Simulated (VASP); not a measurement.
# O (R-3m) in VASP: further runs

Runs on O. Level: PBE. Tasks: electric field gradients.

All numbers are computed with VASP 6.6.1; they aren't measurements. Logs are shortened: lines on timing, memory, paths and dates and some standing lists are left out, and cuts for length are marked.

**1. The cell of the first run**

It takes space group R-3m (No. 166, trigonal). The conventional cell has a = 2.805 Å, b = 2.805 Å, c = 10.532 Å, α = 90.00°, β = 90.00°, γ = 120.00°. Within 1.6 Å of O (site symmetry 3m) lie 1 O at 1.22 Å.

**2. Electric field gradients, PBE (z stretched by +3 % at fixed volume)**

The input, INCAR:

```
SYSTEM = O
PREC = Accurate ; ENCUT = 520
EDIFF = 1E-8 ; ISMEAR = -1
SIGMA = 0.02 ; LREAL = .False.
LASPH = .True. ; NELM = 80
ALGO = Normal ; ISIF = 2
LWAVE = .False. ; LCHARG = .False.
GGA = PE ; LEFG = .True.
NBANDS = 13
```

The input, KPOINTS:

```
regular mesh
0
Gamma
  10 10 10
  0 0 0
```

The input, POSCAR:

```
O
1.0
    1.4024674646      0.8097149681      3.5105490000
   -1.4024674646      0.8097149681      3.5105490000
    0.0000000000     -1.6194299364      3.5105490000
O
2
Direct
    0.0577000000      0.0577000000      0.0577000000
    0.9423000000      0.9423000000      0.9423000000
```

Potentials or basis: VASP PAW PBE potentials, release 64 (O).

On the command line:

```console
$ cat potpaw_PBE.64/O/POTCAR > POTCAR
$ mpirun -np 1 vasp_std > vasp.out
```

OUTCAR:

```text
SYSTEM = O
   PREC = Accurate
   ENCUT = 520
   EDIFF = 1E-8
   ISMEAR = -1
   LREAL = .False.
   LASPH = .True.
   NELM = 80
   ISIF = 2
   GGA = PE

 ion  position               nearest neighbor table
   1  0.058  0.058  0.058-   2 1.22
   2  0.942  0.942  0.942-   1 1.22

  LATTYP: Found a trigonal (rhomboedric) cell.
 ALAT       =     3.8660713393
 COS(alpha) =     0.7368060765

  Lattice vectors:

 A1 = (   1.4024674646,   0.8097149681,   3.5105490000)
 A2 = (  -1.4024674646,   0.8097149681,   3.5105490000)
 A3 = (   0.0000000000,  -1.6194299364,   3.5105490000)

Analysis of symmetry for initial positions (statically):
=====================================================================
 Subroutine PRICEL returns:
 Original cell was already a primitive cell.

 Routine SETGRP: Setting up the symmetry group for a
 trigonal (rhombohedral) supercell.

 Subroutine GETGRP returns: Found 12 space group operations
 (whereof 12 operations were pure point group operations)
 out of a pool of 12 trial point group operations.

The static configuration has the point symmetry D_3d.

Analysis of symmetry for dynamics (positions and initial velocities):
=====================================================================
 Subroutine PRICEL returns:
 Original cell was already a primitive cell.

 Routine SETGRP: Setting up the symmetry group for a
 trigonal (rhombohedral) supercell.

 Subroutine GETGRP returns: Found 12 space group operations
 (whereof 12 operations were pure point group operations)
 out of a pool of 12 trial point group operations.

The dynamic configuration has the point symmetry D_3d.

 Subroutine INISYM returns: Found 12 space group operations
 (whereof 12 operations are pure point group operations),
 and found     1 'primitive' translations

----------------------------------------------------------------------------------------

                                     Primitive cell

  volume of cell :      23.9195

  direct lattice vectors                    reciprocal lattice vectors
     1.402467465  0.809714968  3.510549000     0.356514509  0.205833748  0.094951910
    -1.402467465  0.809714968  3.510549000    -0.356514509  0.205833748  0.094951910
     0.000000000 -1.619429936  3.510549000     0.000000000 -0.411667496  0.094951910

  length of vectors
     3.866071339  3.866071339  3.866071339     0.422476026  0.422476026  0.422476026

  position of ions in fractional coordinates (direct lattice)
     0.057700000  0.057700000  0.057700000
     0.942300000  0.942300000  0.942300000

  ion indices of the primitive-cell ions
   primitive index   ion index
                 1           1
                 2           2

----------------------------------------------------------------------------------------

 KPOINTS: regular mesh

Automatic generation of k-mesh.
 Grid dimensions read from file:
 generate k-points for:   10   10   10

 Generating k-lattice:

  Cartesian coordinates                     Fractional coordinates (reciprocal lattice)
     0.035651451  0.020583375  0.009495191     0.100000000  0.000000000  0.000000000
    -0.035651451  0.020583375  0.009495191     0.000000000  0.100000000  0.000000000
     0.000000000 -0.041166750  0.009495191     0.000000000  0.000000000  0.100000000

  Length of vectors
     0.042247603  0.042247603  0.042247603

  Shift w.r.t. Gamma in fractional coordinates (k-lattice)
     0.000000000  0.000000000  0.000000000

 Subroutine IBZKPT returns following result:
 ===========================================

 Found    116 irreducible k-points:

 Following reciprocal coordinates:
            Coordinates               Weight
  0.000000  0.000000  0.000000      1.000000
  0.100000  0.000000  0.000000      6.000000
  0.200000  0.000000  0.000000      6.000000
  0.300000 -0.000000 -0.000000      6.000000
  0.400000  0.000000  0.000000      6.000000
  0.500000 -0.000000  0.000000      3.000000
[... 16 lines left out ...]
  0.300000  0.300000  0.000000      6.000000
  0.400000  0.300000  0.000000     12.000000
 [... further k-points ...]
   k-points           NKPTS =    116   k-points in BZ     NKDIM =    116   number of bands    NBANDS=     13
   number of dos      NEDOS =    301   number of ions     NIONS =      2
   total plane-waves  NPLWV =  27000
   dimension x,y,z NGX =    30 NGY =   30 NGZ =   30
   dimension x,y,z NGXF=    60 NGYF=   60 NGZF=   60
   ions per type =               2
   NGX,Y,Z   is equivalent  to a cutoff of  12.90, 12.90, 12.90 a.u.
   NGXF,Y,Z  is equivalent  to a cutoff of  25.80, 25.80, 25.80 a.u.
 SYSTEM =  O
   PREC   = accura    normal or accurate (medium, high low for compatibility)
   ISTART =      0    job   : 0-new  1-cont  2-samecut
   ICHARG =      2    charge: 1-file 2-atom 10-const
   ISPIN  =      1    spin polarized calculation?
   LNONCOLLINEAR =      F non collinear calculations
   LSORBIT =      F    spin-orbit coupling
   LASPH  =      T    aspherical Exc in radial PAW
   ENCUT  =  520.0 eV  38.22 Ry    6.18 a.u.   7.19  7.19  7.19*2*pi/ulx,y,z
   NELM   =     80;   NELMIN=  2; NELMDL= -5     # of ELM steps
   EDIFF  = 0.1E-07   stopping-criterion for ELM
   LREAL  =      F    real-space projection
   EDIFFG = 0.1E-06   stopping-criterion for IOM
   NSW    =      0    number of steps for IOM
   IBRION =     -1    ionic relax: 0-MD 1-quasi-New 2-CG
   NFREE  =      0    steps in history (QN), initial steepest desc. (CG)
   ISIF   =      2    stress and relaxation
   ISYM   =      2    0-nonsym 1-usesym 2-fastsym
   POTIM  = 0.5000    time-step for ionic-motion
   TEBEG  =    0.0;   TEEND  =   0.0 temperature during run
   PSTRESS=    0.0 pullay stress
   NELECT =      12.0000    total number of electrons
   NUPDOWN=      -1.0000    fix difference up-down
   EMIN   =  10.00;   EMAX   =-10.00  energy-range for DOS
   EFERMI =   0.00;   METHOD = LEGACY
   ISMEAR =    -1;   SIGMA  =   0.02  broadening in eV -4-tet -1-fermi 0-gaus
   EFERMI_NEDOS =   21; number of points for ismear=-14 and -15
   IALGO  =     38    algorithm
   IMIX   =      4    mixing-type and parameters
     AMIX     =   0.40;   BMIX     =  1.00
     AMIX_MAG =   1.60;   BMIX_MAG =  1.00
  volume/ion in A,a.u.               =      11.96        80.71
  Fermi-wavevector in a.u.,A,eV,Ry     =   1.300823  2.458199 23.022964  1.692140
  Thomas-Fermi vector in A             =   2.431997
   LORBIT       =      0    0 simple, 1 ext, 2 COOP (PROOUT), +10 PAW based schemes
   GGA     = PE    functional components
   LHFCALC =     F    Hartree Fock is set to
   AEXX    =    0.0000 exact exchange contribution
   IVDW    =     0    specifies the selected vdW correction
   LEPSILON=     F    determine dielectric tensor
   LRPA    =     F    only Hartree local field effects (RPA)
 non-spin polarized calculation
  energy-cutoff  :      520.00
  volume of cell :       23.92
 maximum number of plane-waves:       656
 NGX is ok and might be reduce to    30
   NGX = 15   NGY = 15   NGZ = 15

 number of electron      11.9999996 magnetization

 Free energy of the ion-electron system (eV)
  ---------------------------------------------------
  ext. energy  EPLUGINS =         0.00000000
  ---------------------------------------------------
  free energy    TOTEN  =        -9.44226167 eV

  energy without entropy =       -9.44018025  energy(sigma->0) =       -9.44122096

 E-fermi :   0.1771     XC(G=0):  -9.2329

 val. band max:        0.1689266861   @ k =  -0.4000   0.3000   0.1000
 cond. band min:       0.1885946828   @ k =   0.5000   0.1000   0.0000
 fundamental gap:      0.0196679967
 Fermi energy:         0.1770791780

 k-point     1 :       0.0000    0.0000    0.0000
  band No.  band energies     occupation
      1     -26.9789      2.00000
      2     -13.8430      2.00000
      3      -8.5802      2.00000
      4      -5.6908      2.00000
      5      -5.6908      2.00000
      6       0.7909      0.00000
      7       0.7909      0.00000
      8       8.8904      0.00000
      9      10.9164      0.00000
     10      14.9007      0.00000
     11      18.6103      0.00000
     12      22.1871      0.00000
     13      22.1871      0.00000
[... 353 lines left out ...]
 k-point    24 :       0.4000    0.3000    0.0000
  band No.  band energies     occupation
      1     -26.6109      2.00000
      2     -13.8687      2.00000
      3      -7.8720      2.00000
      4      -6.8003      2.00000
      5      -6.3077      2.00000
      6      -0.7760      2.00000
      7       0.6310      0.00000
      8       9.5579      0.00000
      9      12.4984      0.00000
     10      15.2084      0.00000
     11      16.1927      0.00000
     12      19.4790      0.00000
     13      22.5670      0.00000

 [... further k-points ...]
[... 5 lines left out ...]
  --------------------------------------------------------------------------------------
  -------------------------------------------------------------------------------------
  Total       -0.9351551     -0.9351551      2.1461277      0.0000000     -0.0000000      0.0000000
  in kB      -62.6387334    -62.6387334    143.7523325      0.0000000     -0.0000000      0.0000000
  external PRESSURE =       6.1582886 kB  Pullay stress =       0.0000000 kB

 VOLUME and BASIS-vectors are now :
 -----------------------------------------------------------------------------
  energy-cutoff  :      520.00
  volume of cell :       23.92
      direct lattice vectors                 reciprocal lattice vectors
     1.402467465  0.809714968  3.510549000     0.356514509  0.205833748  0.094951910
    -1.402467465  0.809714968  3.510549000    -0.356514509  0.205833748  0.094951910
     0.000000000 -1.619429936  3.510549000     0.000000000 -0.411667496  0.094951910

 POSITION                                       TOTAL-FORCE (eV/Angst)
 -----------------------------------------------------------------------------------
      0.00000     -0.00000      0.60768         0.000000     -0.000000      1.057110
      0.00000     -0.00000      9.92397         0.000000      0.000000     -1.057110
 -----------------------------------------------------------------------------------
    total drift:                               -0.000000     -0.000000      0.000000

  FREE ENERGIE OF THE ION-ELECTRON SYSTEM (eV)
  ---------------------------------------------------
  free  energy   TOTEN  =        -9.4422616714 eV

  energy  without entropy=       -9.4401802482  energy(sigma->0) =       -9.44122096

 Electric field gradients (V/A^2)
---------------------------------------------------------------------
 ion       V_xx      V_yy      V_zz      V_xy      V_xz      V_yz
---------------------------------------------------------------------
   1     -64.054   -64.054   128.107    -0.000    -0.000     0.000
   2     -64.054   -64.054   128.107     0.000    -0.000     0.000
---------------------------------------------------------------------

 Electric field gradients after diagonalization (V/A^2)
 (convention: |V_zz| > |V_xx| > |V_yy|)
----------------------------------------------------------------------
 ion       V_xx      V_yy      V_zz     asymmetry (V_yy - V_xx)/ V_zz
----------------------------------------------------------------------
   1     -64.054   -64.054   128.107       0.000
   2     -64.054   -64.054   128.107       0.000
----------------------------------------------------------------------

           NMR quadrupolar parameters

 Cq : quadrupolar parameter    Cq=e*Q*V_zz/h
 eta: asymmetry parameters     (V_yy - V_xx)/ V_zz
 Q  : nuclear electric quadrupole moment in mb (millibarn)
----------------------------------------------------------------------
 ion       Cq(MHz)       eta       Q (mb)
----------------------------------------------------------------------
   1       0.310       0.000       1.000
   2       0.310       0.000       1.000
----------------------------------------------------------------------
```

It took 49 s on 1 thread of Intel Xeon 6975P-C (Granite Rapids), shared host; peak memory 0.17 GiB.

Results:

| Property | Result |
| --- | --- |
| Free energy | -9.4423 eV |
| Pressure | 0.6 GPa |
| Largest force | 1.057 eV/Å |
| Band gap on the k mesh | zero (band 6 reaches 0.99 eV, above the bottom of band 7 at -0.40 eV) |

Forces on the atoms (eV/Å):
```
O    0.000  0.000  1.057
O    0.000  0.000 -1.057
```

Electric field gradients, principal values (V/Å²):
| atom | least | middle | greatest (by size) |
| --- | --- | --- | --- |
| 1 O | -64.054 | -64.054 | 128.107 |
| 2 O | -64.054 | -64.054 | 128.107 |

Caveat: the standard files for N, O and F lose accuracy on very short bonds; spin is off for a triplet molecule; without QUAD_EFG the Cq values of the log hold for a quadrupole moment of 1 mb, not for the nuclei; forces of over 1 eV/Å act on the atoms, so gaps and moduli don't describe the material at rest.

[end of part 1 of 2]
